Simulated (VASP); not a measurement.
# W3C2 (R-3m) in VASP: single point with PBE

Aim: the single point of W3C2 with PBE.

Program: VASP 6.6.1. These are calculated values, not measurements. Logs are shortened: lines on timing, memory, paths and dates and some standing lists are left out, and cuts for length are marked.

**1. The cell of the first run**

Symmetry: R-3m, No. 166, trigonal system. The conventional cell has a = 3.057 Å, b = 3.057 Å, c = 21.856 Å, α = 90.00°, β = 90.00°, γ = 120.00°. Within 2.9 Å of W (site symmetry -3m) lie 6 C at 2.20 Å. Within 2.8 Å of W (site symmetry 3m) lie 3 C at 2.12 Å. Within 2.8 Å of C (site symmetry 3m) lie 6 W at 2.12 to 2.20 Å.

**2. Single point, PBE**

INCAR reads:

```
SYSTEM = W3C2
PREC = Accurate
ENCUT = 520
EDIFF = 1E-7
ISMEAR = 0
SIGMA = 0.1
LREAL = .False.
LASPH = .True.
NELM = 80
ALGO = Normal
ISIF = 2
LWAVE = .False.
LCHARG = .True.
GGA = PE
LELF = .True.
LVHAR = .True.
NBANDS = 33
```

KPOINTS reads:

```
regular mesh
0
Gamma
  15 15 15
  0 0 0
```

POSCAR reads:

```
W3C2
1.0
    1.5287185098      0.8826060431      7.2854108473
   -1.5287185098      0.8826060431      7.2854108473
    0.0000000000     -1.7652120863      7.2854108473
W C
3 2
Direct
    0.0000000000      0.0000000000      0.0000000000
    0.2198954303      0.2198954303      0.2198954303
    0.7801045697      0.7801045697      0.7801045697
    0.3930966776      0.3930966776      0.3930966776
    0.6069033224      0.6069033224      0.6069033224
```

Potentials or basis: VASP PAW PBE potentials, release 64 (W_sv, C).

Run with:

```console
> cat potpaw_PBE.64/W_sv/POTCAR potpaw_PBE.64/C/POTCAR > POTCAR
> mpirun -np 1 vasp_std > vasp.out
```

OUTCAR:

```text
SYSTEM = W3C2
   PREC = Accurate
   ENCUT = 520
   EDIFF = 1E-7
   ISMEAR = 0
   LREAL = .False.
   LASPH = .True.
   NELM = 80
   ISIF = 2
   GGA = PE

 ion  position               nearest neighbor table
   1  0.000  0.000  0.000-   5 2.20   4 2.20   5 2.20   5 2.20   4 2.20   4 2.20   2 3.04   3 3.04
                             2 3.04   3 3.04   2 3.04   3 3.04
   2  0.220  0.220  0.220-   5 2.12   5 2.12   5 2.12   3 2.92   3 2.92   3 2.92   1 3.04   1 3.04
                             1 3.04
   3  0.780  0.780  0.780-   4 2.12   4 2.12   4 2.12   2 2.92   2 2.92   2 2.92   1 3.04   1 3.04
                             1 3.04
   4  0.393  0.393  0.393-   3 2.12   3 2.12   3 2.12   1 2.20   1 2.20   1 2.20
   5  0.607  0.607  0.607-   2 2.12   2 2.12   2 2.12   1 2.20   1 2.20   1 2.20

  LATTYP: Found a trigonal (rhomboedric) cell.
 ALAT       =     7.4962113713
 COS(alpha) =     0.9168233555

  Lattice vectors:

 A1 = (   1.5287185098,   0.8826060431,   7.2854108473)
 A2 = (  -1.5287185098,   0.8826060431,   7.2854108473)
 A3 = (   0.0000000000,  -1.7652120863,   7.2854108473)

Analysis of symmetry for initial positions (statically):
=====================================================================
 Subroutine PRICEL returns:
 Original cell was already a primitive cell.

 Routine SETGRP: Setting up the symmetry group for a
 trigonal (rhombohedral) supercell.

 Subroutine GETGRP returns: Found 12 space group operations
 (whereof 12 operations were pure point group operations)
 out of a pool of 12 trial point group operations.

The static configuration has the point symmetry D_3d.

Analysis of symmetry for dynamics (positions and initial velocities):
=====================================================================
 Subroutine PRICEL returns:
 Original cell was already a primitive cell.

 Routine SETGRP: Setting up the symmetry group for a
 trigonal (rhombohedral) supercell.

 Subroutine GETGRP returns: Found 12 space group operations
 (whereof 12 operations were pure point group operations)
 out of a pool of 12 trial point group operations.

The dynamic configuration has the point symmetry D_3d.

 Subroutine INISYM returns: Found 12 space group operations
 (whereof 12 operations are pure point group operations),
 and found     1 'primitive' translations

----------------------------------------------------------------------------------------

                                     Primitive cell

  volume of cell :      58.9793

  direct lattice vectors                    reciprocal lattice vectors
[... 97 lines left out ...]
   IBRION =     -1    ionic relax: 0-MD 1-quasi-New 2-CG
   NFREE  =      0    steps in history (QN), initial steepest desc. (CG)
   ISIF   =      2    stress and relaxation
   ISYM   =      2    0-nonsym 1-usesym 2-fastsym
   POTIM  = 0.5000    time-step for ionic-motion
   TEBEG  =    0.0;   TEEND  =   0.0 temperature during run
   PSTRESS=    0.0 pullay stress
   NELECT =      50.0000    total number of electrons
   NUPDOWN=      -1.0000    fix difference up-down
   EMIN   =  10.00;   EMAX   =-10.00  energy-range for DOS
   EFERMI =   0.00;   METHOD = LEGACY
   ISMEAR =     0;   SIGMA  =   0.10  broadening in eV -4-tet -1-fermi 0-gaus
   EFERMI_NEDOS =   21; number of points for ismear=-14 and -15
   IALGO  =     38    algorithm
   IMIX   =      4    mixing-type and parameters
     AMIX     =   0.40;   BMIX     =  1.00
     AMIX_MAG =   1.60;   BMIX_MAG =  1.00
  volume/ion in A,a.u.               =      11.80        79.60
  Fermi-wavevector in a.u.,A,eV,Ry     =   1.549405  2.927951 32.662902  2.400656
  Thomas-Fermi vector in A             =   2.654217
   LORBIT       =      0    0 simple, 1 ext, 2 COOP (PROOUT), +10 PAW based schemes
   GGA     = PE    functional components
   LHFCALC =     F    Hartree Fock is set to
   AEXX    =    0.0000 exact exchange contribution
   IVDW    =     0    specifies the selected vdW correction
   LEPSILON=     F    determine dielectric tensor
   LRPA    =     F    only Hartree local field effects (RPA)
 non-spin polarized calculation
 Gauss-broadening in eV      SIGMA  =   0.10
  energy-cutoff  :      520.00
  volume of cell :       58.98
 maximum number of plane-waves:      1624
   NGX = 27   NGY = 27   NGZ = 27

 number of electron      50.0000004 magnetization

 Free energy of the ion-electron system (eV)
  ---------------------------------------------------
  ext. energy  EPLUGINS =         0.00000000
  ---------------------------------------------------
  free energy    TOTEN  =       -56.44033265 eV

  energy without entropy =      -56.42819619  energy(sigma->0) =      -56.43426442

 E-fermi :  11.9059     XC(G=0): -13.5748

 val. band max:       11.9056705985   @ k =  -0.3333   0.4667   0.3333
 cond. band min:      11.9076091716   @ k =   0.4000   0.3333   0.0667
 fundamental gap:      0.0019385731
 Fermi energy:        11.9059338856

 k-point     1 :       0.0000    0.0000    0.0000
  band No.  band energies     occupation
      1     -63.6555      2.00000
      2     -62.8125      2.00000
      3     -62.7753      2.00000
      4     -28.0731      2.00000
      5     -27.6596      2.00000
      6     -27.6596      2.00000
[... 853 lines left out ...]
     32      15.1284      0.00000
     33      15.3399      0.00000

 [... further k-points ...]

------------------------ aborting loop because EDIFF is reached ----------------------------------------

  FORCE on cell =-STRESS in cart. coord.  units (eV):
  Direction    XX          YY          ZZ          XY          YZ          ZX
  --------------------------------------------------------------------------------------
  -------------------------------------------------------------------------------------
  Total        0.3153604      0.3153604      0.3059608      0.0000000     -0.0000000      0.0000000
  in kB        8.5667888      8.5667888      8.3114481      0.0000000     -0.0000000      0.0000000
  external PRESSURE =       8.4816752 kB  Pullay stress =       0.0000000 kB

 VOLUME and BASIS-vectors are now :
 -----------------------------------------------------------------------------
  energy-cutoff  :      520.00
  volume of cell :       58.98
      direct lattice vectors                 reciprocal lattice vectors
     1.528718510  0.882606043  7.285410847     0.327071332  0.188834722  0.045753540
    -1.528718510  0.882606043  7.285410847    -0.327071332  0.188834722  0.045753540
     0.000000000 -1.765212086  7.285410847     0.000000000 -0.377669444  0.045753540

 POSITION                                       TOTAL-FORCE (eV/Angst)
 -----------------------------------------------------------------------------------
      0.00000      0.00000      0.00000         0.000000     -0.000000      0.000000
      0.00000     -0.00000      4.80609         0.000000      0.000000     -0.046730
      0.00000     -0.00000     17.05015         0.000000     -0.000000      0.046730
      0.00000     -0.00000      8.59161         0.000000      0.000000     -0.007375
      0.00000     -0.00000     13.26462         0.000000     -0.000000      0.007375
 -----------------------------------------------------------------------------------
    total drift:                                0.000000      0.000000     -0.000000

  FREE ENERGIE OF THE ION-ELECTRON SYSTEM (eV)
  ---------------------------------------------------
  free  energy   TOTEN  =       -56.4403326506 eV

  energy  without entropy=      -56.4281961883  energy(sigma->0) =      -56.43426442
```

Run time: 31 min. Hardware: 1 thread of Intel Xeon Platinum 8488C (Sapphire Rapids), shared host; peak memory 0.81 GiB.

Results:

```
Free energy            : -56.4403 eV
Pressure               : 0.8 GPa
Largest force          : 0.047 eV/Å
Band gap on the k mesh : zero (band 25 reaches 12.93 eV, above the bottom of band 26 at 10.61 eV)
```

Forces in eV/Å, atoms in the order of the input:
```
W    0.000  0.000  0.000
W    0.000  0.000 -0.047
W    0.000  0.000  0.047
C    0.000  0.000 -0.007
C    0.000  0.000  0.007
```

Levels at points of the mesh, in eV from the Fermi level:
| k point | band 22 | band 23 | band 24 | band 25 | band 26 | band 27 | band 28 | band 29 |
| --- | --- | --- | --- | --- | --- | --- | --- | --- |
| (0.00, 0.00, 0.00) | -2.12 | -2.12 | -2.12 | -1.06 | -1.06 | -0.50 | -0.50 | 0.50 |

Caveat: spin-orbit coupling is left out, which moves the levels of the heavy elements.
